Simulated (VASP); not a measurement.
Crystal: C.

```
CELL_PARAMETERS angstrom
-1.28315 0.08433 -4.31725
2.45640 4.20592 -0.05216
2.53508 -4.25134 0.09254
ATOMIC_POSITIONS crystal
C 0.94005 0.33608 0.66555
C 0.99321 0.82558 0.66076
C 0.02920 0.32840 0.19362
C 0.99150 0.80484 0.17441
C 0.04552 0.18313 0.82778
C 0.99035 0.70271 0.86904
C 0.02288 0.16712 0.31210
C 0.98729 0.65214 0.29675
```

```yaml
Program: VASP 6.6.1
Task: relaxation of cell and atoms
Functional: PBE
Potentials_or_basis: VASP PAW PBE potentials, release 64 (C)
Cutoff: 600 eV
k_mesh: 4 × 4 × 4
Occupations: gaussian, width 0.1 eV
Spin: no spin polarisation
```

At the start: pressure 14.3 GPa; volume 11.36 Å³/atom.

Question: How do energy, volume and symmetry change on relaxing?

Answer: Over 28 steps the energy falls by 859.8 meV/atom and the volume is 11.15 Å³/atom (-1.8 %); space group C2/m (No. 12, to 0.05 Å).

Step by step:
```csv
step,energy change (eV),largest force (eV/Å),pressure (GPa),volume (Å³)
1,0.0000,21.3718,14.26,90.87
2,12.6070,17.6108,19.81,103.81
3,7.4605,15.9424,15.12,101.15
4,3.1899,10.6784,14.59,98.68
5,-0.4239,11.2788,5.96,94.79
6,-3.4338,11.3208,-1.32,92.84
7,-4.1144,9.3343,-1.71,91.86
8,3.5133,24.7020,21.18,92.73
9,-5.8288,3.7613,-7.15,92.13
10,-5.8329,3.5948,-7.16,92.12
11,-6.0496,6.8383,10.51,87.47
12,-6.5008,2.2054,1.22,89.45
13,-6.6967,2.3423,2.78,88.92
14,-6.7426,1.4416,2.19,89.08
15,-6.8163,1.2732,-1.86,90.01
16,-6.8399,0.9234,-0.57,89.70
17,-6.8582,0.9040,-0.62,89.62
18,-6.8628,0.5565,-0.63,89.64
19,-6.8717,0.3026,0.31,89.32
20,-6.8718,0.3189,0.38,89.30
21,-6.8753,0.2536,0.13,89.30
22,-6.8756,0.1916,0.18,89.30
23,-6.8774,0.1048,-0.36,89.38
24,-6.8775,0.0950,-0.28,89.37
25,-6.8779,0.0829,-0.07,89.26
26,-6.8780,0.0525,-0.12,89.29
27,-6.8780,0.0371,-0.01,89.22
28,-6.8780,0.0198,-0.03,89.23
```

Final structure:
```xyz
8
Lattice="-1.2495 0.0682 -4.2400 2.4671 4.2719 -0.0564 2.4662 -4.2721 0.0753" Properties=species:S:1:pos:R:3 pbc="T T T"
C     2.4665   -1.4242    0.0312
C     3.7000    0.7118    0.0032
C    -0.0158    0.7802   -4.2459
C     2.4670    2.8480   -0.0347
C     1.2169   -2.7800   -4.1864
C     3.6999   -0.7123    0.0249
C    -0.0164   -0.6438   -4.2241
C     1.2173    1.4922   -4.2523
```
